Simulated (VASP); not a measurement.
# Mg3ZnS4 (Pm) in VASP: single point with PBE

Aim: the single point of Mg3ZnS4 with PBE.

Everything below comes from runs of VASP 6.6.1. Logs are shortened: lines on timing, memory, paths and dates and some standing lists are left out, and cuts for length are marked.

### 1 The cell of the first run

The typed cell holds 8 atoms: a = 3.709 Å, b = 3.712 Å, c = 10.316 Å, α = 90.00°, β = 90.00°, γ = 89.99°.

### 2 Single point, PBE

Contents of INCAR:

```
SYSTEM = Mg3ZnS4
ALGO     = Normal         ! electronic algorithm
EDIFF    = 1E-7           ! SCF threshold, eV
ENCUT    = 520            ! plane-wave cutoff, eV
GGA      = PE             ! functional
ISIF     = 2              ! what is computed and relaxed
ISMEAR   = 0              ! smearing method
LASPH    = .True.         ! aspherical terms in the spheres
LCHARG   = .True.         ! write CHGCAR
LELF     = .True.         ! ELF
LREAL    = .False.        ! projectors in reciprocal space
LVHAR    = .True.       
LWAVE    = .False.        ! write WAVECAR
NBANDS   = 31             ! bands
NELM     = 60             ! most SCF steps
PREC     = Accurate       ! precision mode
SIGMA    = 0.1            ! smearing width, eV
```

Contents of KPOINTS:

```
k-points
0
Gamma
  4 4 2
  0 0 0
```

Contents of POSCAR:

```
Mg3ZnS4
1.0
    3.7092069880      0.0003680517     -0.0000503206
    0.0004235813      3.7117716483     -0.0002339615
    0.0001993082      0.0006546535     10.3162492707
Mg Zn S
3 1 4
Direct
    0.0000181074      0.0069638063      0.7524230509
    0.0000392612      0.0069703327      0.2475836224
    0.5000859269      0.5066978361      0.4999997187
    0.4996714507      0.4349523757      0.0000003734
    0.0000203768      0.0147220048      0.0000029702
    0.5000537658      0.5111095633      0.2457137298
    0.0000794280      0.0074765856      0.5000004929
    0.5000316833      0.5111074954      0.7542760416
```

Potentials or basis: VASP PAW PBE potentials, release 64 (Mg, Zn, S).

On the command line:

```bash
$ cat potpaw_PBE.64/Mg/POTCAR potpaw_PBE.64/Zn/POTCAR potpaw_PBE.64/S/POTCAR > POTCAR
$ mpirun -np 1 vasp_std > vasp.out
```

OUTCAR:

```text
SYSTEM = Mg3ZnS4
   EDIFF = 1E-7
   ENCUT = 520
   GGA = PE
   ISIF = 2
   ISMEAR = 0
   LASPH = .True.
   LREAL = .False.
   NELM = 60
   PREC = Accurate

 ion  position               nearest neighbor table
   1  0.000  0.007  0.752-   5 2.55   7 2.60   8 2.61   8 2.61   8 2.63   8 2.64
   2  0.000  0.007  0.248-   5 2.55   7 2.60   6 2.61   6 2.61   6 2.63   6 2.63
   3  0.500  0.507  0.500-   7 2.62   7 2.62   8 2.62   6 2.62   7 2.63   7 2.63
   4  0.500  0.435  0.000-   5 2.42   5 2.42   6 2.55   8 2.55   5 2.84   5 2.84
   5  0.000  0.015  0.000-   4 2.42   4 2.42   1 2.55   2 2.55   4 2.84   4 2.84
   6  0.500  0.511  0.246-   4 2.55   2 2.61   2 2.61   3 2.62   2 2.63   2 2.63
   7  0.000  0.007  0.500-   2 2.60   1 2.60   3 2.62   3 2.62   3 2.63   3 2.63
   8  0.500  0.511  0.754-   4 2.55   1 2.61   1 2.61   3 2.62   1 2.63   1 2.64

  LATTYP: Found a simple monoclinic cell.
 ALAT       =     3.7092070066
 B/A-ratio  =     2.7812546658
 C/A-ratio  =     1.0006914344
 COS(beta)  =    -0.0002133457

  Lattice vectors:

 A1 = (   3.7092069880,   0.0003680517,  -0.0000503206)
 A2 = (   0.0001993082,   0.0006546535,  10.3162492707)
 A3 = (  -0.0004235813,  -3.7117716483,   0.0002339615)

Analysis of symmetry for initial positions (statically):
=====================================================================
 Subroutine PRICEL returns:
 Original cell was already a primitive cell.

 Routine SETGRP: Setting up the symmetry group for a
 simple monoclinic supercell.

 Subroutine GETGRP returns: Found  1 space group operations
 (whereof  1 operations were pure point group operations)
 out of a pool of  4 trial point group operations.

The static configuration has the point symmetry C_1 .

Analysis of symmetry for dynamics (positions and initial velocities):
=====================================================================
 Subroutine PRICEL returns:
 Original cell was already a primitive cell.

 Routine SETGRP: Setting up the symmetry group for a
 simple monoclinic supercell.

 Subroutine GETGRP returns: Found  1 space group operations
 (whereof  1 operations were pure point group operations)
 out of a pool of  4 trial point group operations.

The dynamic configuration has the point symmetry C_1 .

 Subroutine INISYM returns: Found  1 space group operations
 (whereof  1 operations are pure point group operations),
[... 104 lines left out ...]
   LREAL  =      F    real-space projection
   EDIFFG = 0.1E-05   stopping-criterion for IOM
   NSW    =      0    number of steps for IOM
   IBRION =     -1    ionic relax: 0-MD 1-quasi-New 2-CG
   NFREE  =      0    steps in history (QN), initial steepest desc. (CG)
   ISIF   =      2    stress and relaxation
   ISYM   =      2    0-nonsym 1-usesym 2-fastsym
   POTIM  = 0.5000    time-step for ionic-motion
   TEBEG  =    0.0;   TEEND  =   0.0 temperature during run
   PSTRESS=    0.0 pullay stress
   NELECT =      42.0000    total number of electrons
   NUPDOWN=      -1.0000    fix difference up-down
   EMIN   =  10.00;   EMAX   =-10.00  energy-range for DOS
   EFERMI =   0.00;   METHOD = LEGACY
   ISMEAR =     0;   SIGMA  =   0.10  broadening in eV -4-tet -1-fermi 0-gaus
   EFERMI_NEDOS =   21; number of points for ismear=-14 and -15
   IALGO  =     38    algorithm
   IMIX   =      4    mixing-type and parameters
     AMIX     =   0.40;   BMIX     =  1.00
     AMIX_MAG =   1.60;   BMIX_MAG =  1.00
  volume/ion in A,a.u.               =      17.75       119.81
  Fermi-wavevector in a.u.,A,eV,Ry     =   1.090678  2.061083 16.185198  1.189578
  Thomas-Fermi vector in A             =   2.226907
   LORBIT       =      0    0 simple, 1 ext, 2 COOP (PROOUT), +10 PAW based schemes
   GGA     = PE    functional components
   LHFCALC =     F    Hartree Fock is set to
   AEXX    =    0.0000 exact exchange contribution
   IVDW    =     0    specifies the selected vdW correction
   LEPSILON=     F    determine dielectric tensor
   LRPA    =     F    only Hartree local field effects (RPA)
 non-spin polarized calculation
 Gauss-broadening in eV      SIGMA  =   0.10
  energy-cutoff  :      520.00
  volume of cell :      142.03
 maximum number of plane-waves:      3850
   NGX = 13   NGY = 13   NGZ = 39

 number of electron      41.9999990 magnetization

 Free energy of the ion-electron system (eV)
  ---------------------------------------------------
  ext. energy  EPLUGINS =         0.00000000
  ---------------------------------------------------
  free energy    TOTEN  =       -31.60475678 eV

  energy without entropy =      -31.60475678  energy(sigma->0) =      -31.60475678

 E-fermi :   4.0145     XC(G=0):  -9.8454

 val. band max:        3.5421956115   @ k =  -0.0000   0.5000  -0.0000
 cond. band min:       4.8711695547   @ k =   0.5000   0.5000   0.0000
 fundamental gap:      1.3289739432
 Fermi energy:         4.0145257457

 k-point     1 :       0.0000    0.0000    0.0000
  band No.  band energies     occupation
      1      -9.2723      2.00000
      2      -8.5564      2.00000
      3      -8.4446      2.00000
      4      -7.5840      2.00000
      5      -2.3703      2.00000
      6      -2.3281      2.00000
[... 669 lines left out ...]
     30      13.1108      0.00000
     31      13.6075      0.00000

------------------------ aborting loop because EDIFF is reached ----------------------------------------

  FORCE on cell =-STRESS in cart. coord.  units (eV):
  Direction    XX          YY          ZZ          XY          YZ          ZX
  --------------------------------------------------------------------------------------
  -------------------------------------------------------------------------------------
  Total       -0.1590488     -0.1744658     -0.1754234     -0.0004047      0.0000932     -0.0002723
  in kB       -1.7941421     -1.9680530     -1.9788551     -0.0045651      0.0010510     -0.0030716
  external PRESSURE =      -1.9136834 kB  Pullay stress =       0.0000000 kB

 VOLUME and BASIS-vectors are now :
 -----------------------------------------------------------------------------
  energy-cutoff  :      520.00
  volume of cell :      142.03
      direct lattice vectors                 reciprocal lattice vectors
     3.709206988  0.000368052 -0.000050321     0.269599409 -0.000030767 -0.000005207
     0.000423581  3.711771648 -0.000233962    -0.000026733  0.269413127 -0.000017096
     0.000199308  0.000654654 10.316249271     0.000001314  0.000006110  0.096934455

 POSITION                                       TOTAL-FORCE (eV/Angst)
 -----------------------------------------------------------------------------------
      0.00022      0.02634      7.76218        -0.000069      0.001163     -0.000522
      0.00020      0.02603      2.55413        -0.000097      0.001122      0.000368
      1.85524      1.88126      5.15798        -0.000228      0.000200     -0.000076
      1.85357      1.61463     -0.00012         0.001156      0.006978     -0.000026
      0.00008      0.05464      0.00003        -0.000793     -0.013322     -0.000247
      1.85507      1.89747      2.53470         0.000066      0.001616      0.016874
      0.00040      0.02808      5.15813        -0.000260      0.000688     -0.000103
      1.85509      1.89779      7.78115         0.000224      0.001555     -0.016268
 -----------------------------------------------------------------------------------
    total drift:                                0.000010     -0.000593      0.000010

  FREE ENERGIE OF THE ION-ELECTRON SYSTEM (eV)
  ---------------------------------------------------
  free  energy   TOTEN  =       -31.6047567764 eV

  energy  without entropy=      -31.6047567764  energy(sigma->0) =      -31.60475678
```

Wall time 97 s (1 thread of Intel Xeon Platinum 8488C (Sapphire Rapids), shared host); peak memory 0.27 GiB.

What came out:

- Free energy: -31.6048 eV
- Pressure: -0.2 GPa
- Largest force: 0.017 eV/Å
- Band gap on the k mesh: 1.33 eV (least direct gap 1.59 eV)

Forces on the atoms (eV/Å):
```
Mg   0.000  0.001 -0.001
Mg   0.000  0.001  0.000
Mg   0.000  0.000  0.000
Zn   0.001  0.007  0.000
S   -0.001 -0.013  0.000
S    0.000  0.002  0.017
S    0.000  0.001  0.000
S    0.000  0.002 -0.016
```

Caveat: the k points lie up to 0.42 Å⁻¹ apart.
